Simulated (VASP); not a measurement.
# Pt (P6/mmm) in VASP: notebook

Runs on Pt. Level: RPBE. Tasks: single point.

Program: VASP 6.6.1. These are calculated values, not measurements. Logs are shortened: lines on timing, memory, paths and dates and some standing lists are left out, and cuts for length are marked.

### Step 1. The cell of the first run

Symmetry: P6/mmm, No. 191, hexagonal system. Conventional cell: a = 4.621 Å, b = 4.621 Å, c = 2.755 Å, α = 90.00°, β = 90.00°, γ = 120.00°. Within 3.6 Å of Pt (site symmetry 6/mmm) lie 14 Pt at 2.76 to 3.00 Å. Pt (site symmetry -6m2) has 11 Pt at 2.67 to 3.00 Å within 3.5 Å.

### Step 2. Single point, RPBE (volume scaled by 1.04)

File INCAR:

```
PREC = Accurate
ENCUT = 520
EDIFF = 1E-7
ISMEAR = -1
SIGMA = 0.1
LREAL = F
LASPH = T
NELM = 100
ALGO = Normal
ISIF = 2
LWAVE = F
LCHARG = F
GGA = RP
NBANDS = 22
```

File KPOINTS:

```
regular mesh
0
Gamma
  9 9 13
```

File POSCAR:

```
Pt
1.0
    4.6206892427      0.0000000000      0.0000000000
   -2.3103446213      4.0016342671      0.0000000000
    0.0000000000      0.0000000000      2.7552351158
Pt
3
Direct
    0.0000000000      1.0000000000      0.0000000000
    0.3333333333      0.6666666667      0.5000000000
    0.6666666667      0.3333333333      0.5000000000
```

Potentials or basis: VASP PAW PBE potentials, release 64 (Pt).

On the command line:

```bash
$ cat potpaw_PBE.64/Pt/POTCAR > POTCAR
$ mpirun -np 1 vasp_std > vasp.out
```

OUTCAR:

```text
PREC = Accurate
   ENCUT = 520
   EDIFF = 1E-7
   ISMEAR = -1
   LREAL = F
   LASPH = T
   NELM = 100
   ISIF = 2
   GGA = RP

 ion  position               nearest neighbor table
   1  0.000  0.000  0.000-   2 3.00   3 3.00   2 3.00   3 3.00   2 3.00   2 3.00   3 3.00   3 3.00
                             3 3.00   3 3.00   2 3.00   2 3.00
   2  0.333  0.667  0.500-   3 2.67   3 2.67   3 2.67   1 3.00   1 3.00   1 3.00   1 3.00   1 3.00
                             1 3.00
   3  0.667  0.333  0.500-   2 2.67   2 2.67   2 2.67   1 3.00   1 3.00   1 3.00   1 3.00   1 3.00
                             1 3.00

  LATTYP: Found a hexagonal cell.
 ALAT       =     4.6206892427
 C/A-ratio  =     0.5962822798

  Lattice vectors:

 A1 = (   4.6206892427,   0.0000000000,   0.0000000000)
 A2 = (  -2.3103446213,   4.0016342671,   0.0000000000)
 A3 = (   0.0000000000,   0.0000000000,   2.7552351158)

Analysis of symmetry for initial positions (statically):
=====================================================================
 Subroutine PRICEL returns:
 Original cell was already a primitive cell.

 Routine SETGRP: Setting up the symmetry group for a
 hexagonal supercell.

 Subroutine GETGRP returns: Found 24 space group operations
 (whereof 24 operations were pure point group operations)
 out of a pool of 24 trial point group operations.

The static configuration has the point symmetry D_6h.

Analysis of symmetry for dynamics (positions and initial velocities):
=====================================================================
 Subroutine PRICEL returns:
 Original cell was already a primitive cell.

 Routine SETGRP: Setting up the symmetry group for a
 hexagonal supercell.

 Subroutine GETGRP returns: Found 24 space group operations
 (whereof 24 operations were pure point group operations)
 out of a pool of 24 trial point group operations.

The dynamic configuration has the point symmetry D_6h.

 Subroutine INISYM returns: Found 24 space group operations
 (whereof 24 operations are pure point group operations),
 and found     1 'primitive' translations

----------------------------------------------------------------------------------------

                                     Primitive cell

  volume of cell :      50.9451

  direct lattice vectors                    reciprocal lattice vectors
     4.620689243  0.000000000  0.000000000     0.216417930  0.124948950  0.000000000
    -2.310344621  4.001634267  0.000000000     0.000000000  0.249897900  0.000000000
     0.000000000  0.000000000  2.755235116     0.000000000  0.000000000  0.362945432

  length of vectors
     4.620689243  4.620689243  2.755235116     0.249897900  0.249897900  0.362945432

  position of ions in fractional coordinates (direct lattice)
     0.000000000  0.000000000  0.000000000
     0.333333333  0.666666667  0.500000000
     0.666666667  0.333333333  0.500000000

  ion indices of the primitive-cell ions
   primitive index   ion index
                 1           1
                 2           2
                 3           3

----------------------------------------------------------------------------------------

 KPOINTS: regular mesh

Automatic generation of k-mesh.
 Grid dimensions read from file:
 generate k-points for:    9    9   13

 Generating k-lattice:

  Cartesian coordinates                     Fractional coordinates (reciprocal lattice)
     0.024046437  0.013883217  0.000000000     0.111111111  0.000000000  0.000000000
     0.000000000  0.027766433  0.000000000     0.000000000  0.111111111  0.000000000
     0.000000000  0.000000000  0.027918879     0.000000000  0.000000000  0.076923077

  Length of vectors
     0.027766433  0.027766433  0.027918879

  Shift w.r.t. Gamma in fractional coordinates (k-lattice)
     0.000000000  0.000000000  0.000000000

 Subroutine IBZKPT returns following result:
 ===========================================

 Found     84 irreducible k-points:

 Following reciprocal coordinates:
            Coordinates               Weight
  0.000000  0.000000  0.000000      1.000000
  0.111111 -0.000000  0.000000      6.000000
  0.222222 -0.000000  0.000000      6.000000
  0.333333  0.000000  0.000000      6.000000
  0.444444 -0.000000  0.000000      6.000000
  0.111111  0.111111  0.000000      6.000000
[... 16 lines left out ...]
  0.333333  0.222222  0.076923     24.000000
  0.333333  0.333333  0.076923      4.000000
 [... further k-points ...]
   k-points           NKPTS =     84   k-points in BZ     NKDIM =     84   number of bands    NBANDS=     22
   number of dos      NEDOS =    301   number of ions     NIONS =      3
   total plane-waves  NPLWV =  25920
   dimension x,y,z NGX =    36 NGY =   36 NGZ =   20
   dimension x,y,z NGXF=    72 NGYF=   72 NGZF=   40
   ions per type =               3
   NGX,Y,Z   is equivalent  to a cutoff of  12.95, 12.95, 12.07 a.u.
   NGXF,Y,Z  is equivalent  to a cutoff of  25.90, 25.90, 24.14 a.u.
 SYSTEM =  unknown system
   PREC   = accura    normal or accurate (medium, high low for compatibility)
   ISTART =      0    job   : 0-new  1-cont  2-samecut
   ICHARG =      2    charge: 1-file 2-atom 10-const
   ISPIN  =      1    spin polarized calculation?
   LNONCOLLINEAR =      F non collinear calculations
   LSORBIT =      F    spin-orbit coupling
   LASPH  =      T    aspherical Exc in radial PAW
   ENCUT  =  520.0 eV  38.22 Ry    6.18 a.u.   8.59  8.59  5.12*2*pi/ulx,y,z
   NELM   =    100;   NELMIN=  2; NELMDL= -5     # of ELM steps
   EDIFF  = 0.1E-06   stopping-criterion for ELM
   LREAL  =      F    real-space projection
   EDIFFG = 0.1E-05   stopping-criterion for IOM
   NSW    =      0    number of steps for IOM
   IBRION =     -1    ionic relax: 0-MD 1-quasi-New 2-CG
   NFREE  =      0    steps in history (QN), initial steepest desc. (CG)
   ISIF   =      2    stress and relaxation
   ISYM   =      2    0-nonsym 1-usesym 2-fastsym
   POTIM  = 0.5000    time-step for ionic-motion
   TEBEG  =    0.0;   TEEND  =   0.0 temperature during run
   PSTRESS=    0.0 pullay stress
   NELECT =      30.0000    total number of electrons
   NUPDOWN=      -1.0000    fix difference up-down
   EMIN   =  10.00;   EMAX   =-10.00  energy-range for DOS
   EFERMI =   0.00;   METHOD = LEGACY
   ISMEAR =    -1;   SIGMA  =   0.10  broadening in eV -4-tet -1-fermi 0-gaus
   EFERMI_NEDOS =   21; number of points for ismear=-14 and -15
   IALGO  =     38    algorithm
   IMIX   =      4    mixing-type and parameters
     AMIX     =   0.40;   BMIX     =  1.00
     AMIX_MAG =   1.60;   BMIX_MAG =  1.00
  volume/ion in A,a.u.               =      16.98       114.60
  Fermi-wavevector in a.u.,A,eV,Ry     =   1.372190  2.593063 25.618490  1.882906
  Thomas-Fermi vector in A             =   2.497819
   LORBIT       =      0    0 simple, 1 ext, 2 COOP (PROOUT), +10 PAW based schemes
   GGA     = RP    functional components
   LHFCALC =     F    Hartree Fock is set to
   AEXX    =    0.0000 exact exchange contribution
   IVDW    =     0    specifies the selected vdW correction
   LEPSILON=     F    determine dielectric tensor
   LRPA    =     F    only Hartree local field effects (RPA)
 non-spin polarized calculation
  energy-cutoff  :      520.00
  volume of cell :       50.95
 maximum number of plane-waves:      1397
 NGX is ok and might be reduce to    36
   NGX = 17   NGY = 17   NGZ = 11

 number of electron      29.9999995 magnetization

 Free energy of the ion-electron system (eV)
  ---------------------------------------------------
  ext. energy  EPLUGINS =         0.00000000
  ---------------------------------------------------
  free energy    TOTEN  =       -15.99719461 eV

  energy without entropy =      -15.81074927  energy(sigma->0) =      -15.90397194

 E-fermi :   9.1676     XC(G=0): -12.7035

 val. band max:        9.1604799573   @ k =   0.3333   0.3333   0.1538
 cond. band min:       9.1702896699   @ k =   0.0000   0.0000   0.1538
 fundamental gap:      0.0098097125
 Fermi energy:         9.1675656152

 k-point     1 :       0.0000    0.0000    0.0000
  band No.  band energies     occupation
      1       0.3050      2.00000
      2       3.5224      2.00000
      3       4.8978      2.00000
      4       5.5425      2.00000
      5       5.5425      2.00000
      6       5.5610      2.00000
[... 14 lines left out ...]
     21      16.1536      0.00000
     22      16.1536      0.00000

 k-point     2 :       0.1111   -0.0000    0.0000
  band No.  band energies     occupation
      1       0.4593      2.00000
      2       3.5565      2.00000
      3       4.6879      2.00000
      4       5.0101      2.00000
      5       5.1887      2.00000
      6       5.5240      2.00000
[... 14 lines left out ...]
     21      17.8224      0.00000
     22      18.0619      0.00000

 k-point     3 :       0.2222   -0.0000    0.0000
  band No.  band energies     occupation
      1       0.9067      2.00000
      2       3.5871      2.00000
      3       4.1712      2.00000
      4       4.6496      2.00000
      5       4.9775      2.00000
      6       5.4066      2.00000
[... 14 lines left out ...]
     21      19.5302      0.00000
     22      20.0190      0.00000

 k-point     4 :       0.3333    0.0000    0.0000
  band No.  band energies     occupation
      1       1.5951      2.00000
      2       3.3490      2.00000
      3       3.8615      2.00000
      4       4.4269      2.00000
      5       4.9070      2.00000
      6       5.1806      2.00000
[... 14 lines left out ...]
     21      21.1859      0.00000
     22      21.6471      0.00000

 k-point     5 :       0.4444   -0.0000    0.0000
  band No.  band energies     occupation
      1       2.4153      2.00000
      2       3.0756      2.00000
      3       3.3307      2.00000
      4       4.5758      2.00000
      5       4.8768      2.00000
      6       4.9152      2.00000
[... 14 lines left out ...]
     21      22.5660      0.00000
     22      22.6182      0.00000

 k-point     6 :       0.1111    0.1111    0.0000
  band No.  band energies     occupation
      1       0.7598      2.00000
      2       3.5950      2.00000
      3       4.3717      2.00000
      4       4.5572      2.00000
      5       5.0713      2.00000
      6       5.5329      2.00000
[... 14 lines left out ...]
     21      19.2907      0.00000
     22      19.3845      0.00000

 k-point     7 :       0.2222    0.1111    0.0000
  band No.  band energies     occupation
      1       1.3239      2.00000
      2       3.4863      2.00000
      3       3.9408      2.00000
      4       4.3462      2.00000
      5       4.9559      2.00000
      6       5.4194      2.00000
[... 324 lines left out ...]
      6       5.2493      2.00000
[... 14 lines left out ...]
     21      22.4903      0.00000
     22      22.7042      0.00000

 k-point    21 :       0.4444    0.1111    0.0769
  band No.  band energies     occupation
      1       2.8523      2.00000
      2       3.0663      2.00000
      3       3.3002      2.00000
      4       4.7943      2.00000
      5       4.8321      2.00000
      6       5.0499      2.00000
[... 14 lines left out ...]
     21      21.5874      0.00000
     22      23.2563      0.00000

 k-point    22 :       0.2222    0.2222    0.0769
  band No.  band energies     occupation
      1       2.0726      2.00000
      2       3.3643      2.00000
      3       3.7031      2.00000
      4       4.4866      2.00000
      5       4.9999      2.00000
      6       5.4488      2.00000
[... 14 lines left out ...]
     21      22.4780      0.00000
     22      22.6454      0.00000

 k-point    23 :       0.3333    0.2222    0.0769
  band No.  band energies     occupation
      1       2.6720      2.00000
      2       3.1413      2.00000
      3       3.4000      2.00000
      4       4.7312      2.00000
      5       4.9148      2.00000
      6       5.2788      2.00000
[... 14 lines left out ...]
     21      21.5827      0.00000
     22      23.6222      0.00000

 k-point    24 :       0.3333    0.3333    0.0769
  band No.  band energies     occupation
      1       2.7999      2.00000
      2       3.2288      2.00000
      3       3.2288      2.00000
      4       4.8653      2.00000
      5       4.8653      2.00000
      6       5.2637      2.00000
[... 14 lines left out ...]
     21      19.5015      0.00000
     22      24.2543      0.00000

 [... further k-points ...]
[... 5 lines left out ...]
  --------------------------------------------------------------------------------------
  -------------------------------------------------------------------------------------
  Total       -2.5978392     -2.5978392     -2.3963093     -0.0000000      0.0000000      0.0000000
  in kB      -81.6996191    -81.6996191    -75.3616914     -0.0000000      0.0000000      0.0000000
  external PRESSURE =     -79.5869766 kB  Pullay stress =       0.0000000 kB

 VOLUME and BASIS-vectors are now :
 -----------------------------------------------------------------------------
  energy-cutoff  :      520.00
  volume of cell :       50.95
      direct lattice vectors                 reciprocal lattice vectors
     4.620689243  0.000000000  0.000000000     0.216417930  0.124948950  0.000000000
    -2.310344621  4.001634267  0.000000000     0.000000000  0.249897900  0.000000000
     0.000000000  0.000000000  2.755235116     0.000000000  0.000000000  0.362945432

 POSITION                                       TOTAL-FORCE (eV/Angst)
 -----------------------------------------------------------------------------------
      0.00000      0.00000      0.00000        -0.000000      0.000000     -0.000000
     -0.00000      2.66776      1.37762         0.000000     -0.000000      0.000000
      2.31034      1.33388      1.37762        -0.000000      0.000000     -0.000000
 -----------------------------------------------------------------------------------
    total drift:                                0.000000      0.000000     -0.000000

  FREE ENERGIE OF THE ION-ELECTRON SYSTEM (eV)
  ---------------------------------------------------
  free  energy   TOTEN  =       -15.9971946138 eV

  energy  without entropy=      -15.8107492694  energy(sigma->0) =      -15.90397194
```

It took 82 s on 1 thread of Intel Xeon 6975P-C, shared host; peak memory 0.22 GiB.

What came out:

| Item | Value |
| --- | --- |
| Free energy | -15.9972 eV |
| Pressure | -8.0 GPa |
| Band gap on the k mesh | zero (band 15 reaches 10.05 eV, above the bottom of band 16 at 8.91 eV) |

Levels at points of the mesh, in eV from the Fermi level:
```
           k point  band 11  band 12  band 13  band 14  band 15  band 16  band 17  band 18  band 19  band 20
(0.00, 0.00, 0.00)    -1.72    -1.72    -1.61    -1.61     0.26     0.26     4.65     5.56     6.95     6.95
```

Caveat: the PAW data sets were made with another functional, which shifts forces and pressure a little; spin-orbit coupling is left out, which moves the levels of the heavy elements.

### Step 3. Single point, RPBE (volume scaled by 1.08)

File INCAR:

```
PREC = Accurate ; ENCUT = 520
EDIFF = 1E-6 ; ISMEAR = -1
SIGMA = 0.1 ; LREAL = False
LASPH = True ; NELM = 100
ALGO = Normal ; ISIF = 2
LWAVE = False ; LCHARG = False
GGA = RP ; NBANDS = 22
```

File KPOINTS:

```
Automatic mesh
0
Gamma
  9 9 13
```

File POSCAR:

```
Pt
1.0
    4.6791851897      0.0000000000      0.0000000000
   -2.3395925949      4.0522932433      0.0000000000
    0.0000000000      0.0000000000      2.7901152125
Pt
3
Direct
    0.0000000000      1.0000000000      0.0000000000
    0.3333333333      0.6666666667      0.5000000000
    0.6666666667      0.3333333333      0.5000000000
```

Potentials or basis: VASP PAW PBE potentials, release 64 (Pt).

On the command line:

```bash
$ cat potpaw_PBE.64/Pt/POTCAR > POTCAR
$ mpirun -np 1 vasp_std > vasp.out
```

Run time: 1.7 min. Hardware: 1 thread of Intel Xeon 6975P-C, shared host; peak memory 0.23 GiB.

Results (log left out):

```
Free energy            : -15.8649 eV
Pressure               : -13.7 GPa
Band gap on the k mesh : zero (band 15 reaches 9.38 eV, above the bottom of band 16 at 8.35 eV)
```

Stress tensor (GPa, compression positive):
```
-13.84   0.00   0.00
  0.00 -13.84   0.00
  0.00   0.00 -13.31
```

Levels at points of the mesh, in eV from the Fermi level:
| k point | band 13 | band 14 | band 15 | band 16 | band 17 | band 18 |
| --- | --- | --- | --- | --- | --- | --- |
| (0.00, 0.00, 0.00) | -1.51 | -1.51 | 0.24 | 0.24 | 4.47 | 5.35 |

Caveat: the PAW data sets were made with another functional, which shifts forces and pressure a little; spin-orbit coupling is left out, which moves the levels of the heavy elements.

(Continued in part 2 of 2.)
